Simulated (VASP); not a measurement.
Al:

```
Al
1.0
     0.00000    2.01000    2.01000
     2.01000    0.00000    2.01000
     2.01000    2.01000    0.00000
Al
1
Direct
  0.00000 0.00000 0.00000
```

```yaml
Program: VASP 6.6.1
Task: relaxation of cell and atoms
Functional: LDA
Potentials_or_basis: VASP PAW LDA potentials, release 64 (Al)
Cutoff: 500 eV
k_mesh: 18 × 18 × 18
Occupations: gaussian, width 0.1 eV
Spin: no spin polarisation
```

At the start: pressure -2.1 GPa; volume 16.24 Å³/atom.

How do energy, volume and symmetry change on relaxing?

Over 3 steps the energy falls by 2.8 meV/atom and the volume is 15.82 Å³/atom (-2.6 %); space group Fm-3m (No. 225, to 0.1 Å) before and after.

Step by step:
```
step  energy change (eV)  largest force (eV/Å)  pressure (GPa)  volume (Å³)
   1              0.0000                0.0000           -2.05        16.24
   2             -0.0027                0.0000            0.32        15.76
   3             -0.0028                0.0000            0.00        15.82
```

Final structure:
```
Al
1.0
     0.00000    1.99236    1.99236
     1.99236    0.00000    1.99236
     1.99236    1.99236    0.00000
Al
1
Direct
  0.00000 0.00000 0.00000
```
